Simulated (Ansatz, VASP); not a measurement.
# Li3HSe in VASP and in Ansatz

```
Li H Se
1.0
     3.94439    0.00000    0.00000
     0.00000    3.94439    0.00000
     0.00000    0.00000    3.94439
Li H Se
3 1 1
Direct
  0.00000 0.50000 0.50000
  0.50000 0.00000 0.50000
  0.50000 0.50000 0.00000
  0.50000 0.50000 0.50000
  0.00000 0.00000 0.00000
```

Alike in both runs: task relaxation of cell and atoms; functional r2SCAN; k mesh 6 × 6 × 6; occupations gaussian, width 0.02 eV; no spin polarisation.

```csv
,VASP,Ansatz
version,VASP 6.6.1,Ansatz 0.2.0
potentials or method,"VASP PAW PBE potentials, release 64 (Li_sv, H, Se), cutoff 600 eV","scalar-relativistic, plane waves, PAW"
valence electrons in the cell,16,26
```

Ansatz gave:

```
gap on the k mesh at the Fermi level, each at its own relaxed structure (eV) : 4.23
relaxed volume (Å³/atom)                                                     : 12.18
relaxed cell length with the largest relative difference (Å)                 : 3.934
```

Task: What did VASP give for the same quantities?

Result: gap on the k mesh at the Fermi level, each at its own relaxed structure (eV): 4.37; relaxed volume (Å³/atom): 12.04; relaxed cell length with the largest relative difference (Å): 3.919.

VASP's potentials were made for PBE, not for r2SCAN. VASP's potentials hold 16 valence electrons a cell and Ansatz's 26, so a difference there can come from the potentials and not from the codes.

Noted on VASP's run: the cutoff is short for stress, so the pressure is rough.
